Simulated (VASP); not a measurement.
# As (R-3m) in VASP: notebook, part 2 of 2

VASP 6.6.1. Earlier steps stand in the parts before.

### Step 6. Single point, BLYP

Input file INCAR:

```
SYSTEM = As
PREC = Accurate ; ENCUT = 520
EDIFF = 1E-6 ; ISMEAR = 0
SIGMA = 0.1 ; LREAL = .False.
LASPH = .True. ; NELM = 60
ALGO = Normal ; ISIF = 2
LWAVE = .False. ; LCHARG = .False.
GGA = B5 ; ALDAX = 1.0
AGGAX = 1.0 ; AGGAC = 1.0
ALDAC = 0.0 ; NBANDS = 12
```

Input file KPOINTS:

```
Automatic mesh
0
Gamma
  6 6 6
  0 0 0
```

Input file POSCAR:

```
As
1.0
    1.8797494575      1.0852738553      3.4857700000
   -1.8797494575      1.0852738553      3.4857700000
    0.0000000000     -2.1705477106      3.4857700000
As
2
Direct
    0.2275400000      0.2275400000      0.2275400000
    0.7724600000      0.7724600000      0.7724600000
```

Potentials or basis: VASP PAW PBE potentials, release 64 (As).

Launch:

```console
$ cat potpaw_PBE.64/As/POTCAR > POTCAR
$ mpirun -np 1 vasp_std > vasp.out
```

OUTCAR:

```text
SYSTEM = As
   PREC = Accurate
   ENCUT = 520
   EDIFF = 1E-6
   ISMEAR = 0
   LREAL = .False.
   LASPH = .True.
   NELM = 60
   ISIF = 2
   GGA = B5

 ion  position               nearest neighbor table
   1  0.228  0.228  0.228-   2 2.52   2 2.52   2 2.52
   2  0.772  0.772  0.772-   1 2.52   1 2.52   1 2.52

  LATTYP: Found a trigonal (rhomboedric) cell.
 ALAT       =     4.1063207202
 COS(alpha) =     0.5808936906

  Lattice vectors:

 A1 = (   1.8797494575,   1.0852738553,   3.4857700000)
 A2 = (  -1.8797494575,   1.0852738553,   3.4857700000)
 A3 = (   0.0000000000,  -2.1705477106,   3.4857700000)

Analysis of symmetry for initial positions (statically):
=====================================================================
 Subroutine PRICEL returns:
 Original cell was already a primitive cell.

 Routine SETGRP: Setting up the symmetry group for a
 trigonal (rhombohedral) supercell.

 Subroutine GETGRP returns: Found 12 space group operations
 (whereof 12 operations were pure point group operations)
 out of a pool of 12 trial point group operations.

The static configuration has the point symmetry D_3d.

[... 175 lines left out ...]
      4       3.9582      2.00000
      5       3.9582      2.00000
      6       7.8236      0.00000
      7       8.9406      0.00000
      8       8.9406      0.00000
      9      12.9904      0.00000
     10      12.9904      0.00000
     11      13.3985      0.00000
     12      14.8559      0.00000
[... 331 lines left out ...]
 k-point    24 :      -0.3333    0.5000    0.1667
  band No.  band energies     occupation
      1      -6.0882      2.00000
      2      -4.2678      2.00000
      3      -0.0378      2.00000
      4       0.9486      2.00000
      5       3.7930      2.00000
      6       8.2639      0.00000
      7      10.0308      0.00000
      8      12.4536      0.00000
      9      12.7018      0.00000
     10      14.8687      0.00000
     11      17.9577      0.00000
     12      19.0499      0.00000

 [... further k-points ...]

------------------------ aborting loop because EDIFF is reached ----------------------------------------

  FORCE on cell =-STRESS in cart. coord.  units (eV):
  Direction    XX          YY          ZZ          XY          YZ          ZX
  --------------------------------------------------------------------------------------
  -------------------------------------------------------------------------------------
  Total        2.6560475      2.6560475      2.2271335      0.0000000      0.0000000      0.0000000
  in kB       99.7371929     99.7371929     83.6310479      0.0000000      0.0000000      0.0000000
  external PRESSURE =      94.3684779 kB  Pullay stress =       0.0000000 kB

 VOLUME and BASIS-vectors are now :
 -----------------------------------------------------------------------------
  energy-cutoff  :      520.00
  volume of cell :       42.67
      direct lattice vectors                 reciprocal lattice vectors
     1.879749457  1.085273855  3.485770000     0.265992895  0.153571070  0.095626887
    -1.879749457  1.085273855  3.485770000    -0.265992895  0.153571070  0.095626887
     0.000000000 -2.170547711  3.485770000     0.000000000 -0.307142139  0.095626887

 POSITION                                       TOTAL-FORCE (eV/Angst)
 -----------------------------------------------------------------------------------
      0.00000      0.00000      2.37946         0.000000     -0.000000      0.182068
      0.00000      0.00000      8.07785         0.000000      0.000000     -0.182068
 -----------------------------------------------------------------------------------
    total drift:                               -0.000000      0.000000     -0.000000

  FREE ENERGIE OF THE ION-ELECTRON SYSTEM (eV)
  ---------------------------------------------------
  free  energy   TOTEN  =        -7.8572025583 eV

  energy  without entropy=       -7.8556224923  energy(sigma->0) =       -7.85641253
```

OSZICAR:

```text
N       E                     dE             d eps       ncg     rms          rms(c)
DAV:   1     0.335905690088E+02    0.33591E+02   -0.43040E+03   768   0.700E+02
DAV:   2    -0.611710490309E+01   -0.39708E+02   -0.38183E+02  1052   0.117E+02
DAV:   3    -0.787716150823E+01   -0.17601E+01   -0.17554E+01   964   0.251E+01
DAV:   4    -0.788605142067E+01   -0.88899E-02   -0.88892E-02   904   0.209E+00
DAV:   5    -0.788607678643E+01   -0.25366E-04   -0.25366E-04   944   0.119E-01    0.329E+00
DAV:   6    -0.786330225067E+01    0.22775E-01   -0.18600E-02   868   0.756E-01    0.199E+00
DAV:   7    -0.785702172075E+01    0.62805E-02   -0.36286E-02   828   0.107E+00    0.115E-01
DAV:   8    -0.785717318403E+01   -0.15146E-03   -0.93805E-04   928   0.192E-01    0.330E-02
DAV:   9    -0.785720027809E+01   -0.27094E-04   -0.32651E-05   952   0.420E-02    0.198E-02
DAV:  10    -0.785720255815E+01   -0.22801E-05   -0.43774E-06   928   0.127E-02    0.226E-03
DAV:  11    -0.785720255826E+01   -0.10743E-09   -0.36082E-07   604   0.440E-03
   1 F= -.78572026E+01 E0= -.78564125E+01  d E =-.158007E-02
```

stdout:

```text
POSCAR found type information on POSCAR As
 POSCAR found :  1 types and       2 ions
 scaLAPACK will be used
 -----------------------------------------------------------------------------
|                                                                             |
|                                                                             |
|     You enforced a specific xc type in the INCAR file but a different       |
|     I HOPE YOU KNOW WHAT YOU ARE DOING!                                     |
|                                                                             |
 -----------------------------------------------------------------------------

 LDA part: xc-table for (Slater(with rela. corr.)+VWN5), standard interpolation
 POSCAR, INCAR and KPOINTS ok, starting setup
 FFT: planning ... GRIDC
 FFT: planning ... GRID_SOFT
 FFT: planning ... GRID
 WAVECAR not read
 entering main loop
```

Run time: 15 s. Hardware: 1 thread of Intel Xeon Platinum 8488C (Sapphire Rapids), shared host; peak memory 0.16 GiB.

Results:

```yaml
Free_energy: -7.8572 eV
Pressure: 9.4 GPa
Largest_force: 0.182 eV/Å
Band_gap_on_the_k_mesh: zero (band 5 reaches 5.98 eV, above the bottom of band 6 at 5.78 eV)
```

Forces on the atoms (eV/Å):
```
As   0.000  0.000  0.182
As   0.000  0.000 -0.182
```

Stress tensor (GPa, compression positive):
```
9.97 0.00 0.00
0.00 9.97 0.00
0.00 0.00 8.36
```

Caveat: the PAW data sets were made with another functional, which shifts forces and pressure a little.

### Step 7. The runs side by side

```csv
level,spin,k mesh,gap on the mesh (eV),pressure (GPa),largest force (eV/Å)
PBE,off,3 × 3 × 3,1.33,4.6,0.09
PBE,collinear,2 × 2 × 2,none,15.2,2.33
PBE,off,5 × 3 × 4,none,3.9,0.40
PBE,off,6 × 6 × 6,none,3.8,0.16
BLYP,off,6 × 6 × 6,none,9.4,0.18
```

Alike in all rows: task single point; potentials or basis VASP PAW PBE potentials, release 64 (As); cell as given; cutoff (eV) 520; smearing gaussian 0.1 eV.

Caveats: some runs use coarse meshes; the moment fell far below its start of 4 μB, so a state of higher moment may lie lower in energy (some runs); forces of over 1 eV/Å act on the atoms, so gaps and moduli don't describe the material at rest (some runs); the PAW data sets were made with another functional, which shifts forces and pressure a little (some runs).

Total energies depend on the potentials used, so only differences within one code and one set of settings carry meaning.
